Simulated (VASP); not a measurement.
Input of a VASP 6.6.1 run:

File INCAR:

```
SYSTEM = Lu
ALGO = Normal
EDIFF = 1E-6
ENCUT = 600
GGA = PE
GGA_COMPAT = .False.
ISIF = 2
ISMEAR = -1
LASPH = .True.
LCHARG = .True.
LELF = .True.
LREAL = .False.
LVHAR = .True.
LWAVE = .False.
NBANDS = 18
NELM = 120
PREC = Accurate
SIGMA = 0.1
```

Contents of KPOINTS:

```
k-points
0
Gamma
  14 14 14
  0 0 0
```

POSCAR

```
Lu
1.0
    0.0000000000      2.4414043310      2.4414043310
    2.4414043310      0.0000000000      2.4414043310
    2.4414043310      2.4414043310      0.0000000000
Lu
1
Direct
    0.0000000000      0.0000000000      0.0000000000
```

Potentials or basis: VASP PAW PBE potentials, release 64 (Lu).

Command:

```bash
$ cat potpaw_PBE.64/Lu/POTCAR > POTCAR
$ mpirun -np 1 vasp_std > vasp.out
```

(1) What does it give for the band gap on the k mesh?

(2) Predict the pressure.

## Answers

(1) zero (an odd number of electrons rules out a gap without spin polarisation).

(2) 0.2 GPa.

Caveat: spin-orbit coupling is left out, which moves the levels of the heavy elements.
